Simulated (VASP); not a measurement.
Write the native input for VASP 6.6.1 that does the following.

| Item | Value |
| --- | --- |
| Task | single point |
| Functional | LDA |
| Potentials or basis | VASP PAW LDA potentials, release 64 (Sn_d, O) |
| Cutoff | 520 eV |
| k mesh | 7 × 7 × 6 |
| Occupations | fermi-dirac, width 0.05 eV |
| Spin | no spin polarisation |
| Dipole correction | no |
| Further INCAR settings | ALGO = Normal; EDIFF = 1e-06; NBANDS = 28 |

The structure of SnO lies in POSCAR:

```
SnO
1.0
    3.8389522158      0.0000000000      0.0000000000
    0.0000000000      3.8389522158      0.0000000000
    0.0000000000      0.0000000000      4.9192779074
Sn O
2 2
Direct
    0.5000000000      0.0000000000      0.7646261400
    0.0000000000      0.5000000000      0.2353738600
    0.0000000000      0.0000000000      0.0000000000
    0.5000000000      0.5000000000      0.0000000000
```

This cell differs from its parent crystal: volume scaled by 1.02.

The input as run:

INCAR

```
PREC = Accurate ; ENCUT = 520
EDIFF = 1E-6 ; ISMEAR = -1
SIGMA = 0.05 ; LREAL = False
LASPH = True ; NELM = 80
ALGO = Normal ; ISIF = 2
LWAVE = False ; LCHARG = False
NBANDS = 28
```

KPOINTS

```
regular mesh
0
Gamma
  7 7 6
```

Potentials or basis: VASP PAW LDA potentials, release 64 (Sn_d, O).

Run with:

```sh
$ cat potpaw_LDA.64/Sn_d/POTCAR potpaw_LDA.64/O/POTCAR > POTCAR
$ mpirun -np 1 vasp_std > vasp.out
```

It gave:

The pressure is -4.7 GPa and the largest force is 0.392 eV/Å. The band gap on the k mesh is 0.50 eV, indirect (least direct gap 1.97 eV).

Caveat: spin-orbit coupling is left out, which moves the levels of the heavy elements.

It took 31 s on 1 thread of Intel(R) Xeon(R) 6975P-C (Granite Rapids), with other jobs on the host, peak memory 0.2 GiB.
